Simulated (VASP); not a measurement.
Input of a VASP 6.6.1 run:

The input INCAR:

```
SYSTEM = CdSe
ALGO = Normal ; EDIFF = 1E-6
ENCUT = 500 ; GGA = PS
GGA_COMPAT = .False. ; ISIF = 2
ISMEAR = -1 ; LASPH = .True.
LCHARG = .True. ; LELF = .True.
LREAL = .False. ; LVHAR = .True.
LWAVE = .False. ; NBANDS = 16
NELM = 120 ; PREC = Accurate
SIGMA = 0.2
```

The input KPOINTS:

```
k-points
0
Gamma
  6 6 6
  0 0 0
```

Contents of POSCAR:

```
CdSe
1.0
    3.5331017334      0.0000000000      0.0000000000
    0.0000000000      3.5331017334      0.0000000000
    0.0000000000      0.0000000000      3.5331017334
Cd Se
1 1
Direct
    0.0000000000      0.0000000000      0.0000000000
    0.5000000000      0.5000000000      0.5000000000
```

Potentials or basis: VASP PAW PBE potentials, release 64 (Cd, Se).

Launch:

```bash
$ cat potpaw_PBE.64/Cd/POTCAR potpaw_PBE.64/Se/POTCAR > POTCAR
$ mpirun -np 1 vasp_std > vasp.out
```

Question: Estimate the pressure.

Answer: -2.2 GPa.

Question: What does it give for the band gap on the k mesh?

Answer: Zero (band 9 reaches 3.39 eV, above the bottom of band 10 at 2.08 eV).

Caveat: the PAW data sets were made with another functional, which shifts forces and pressure a little.
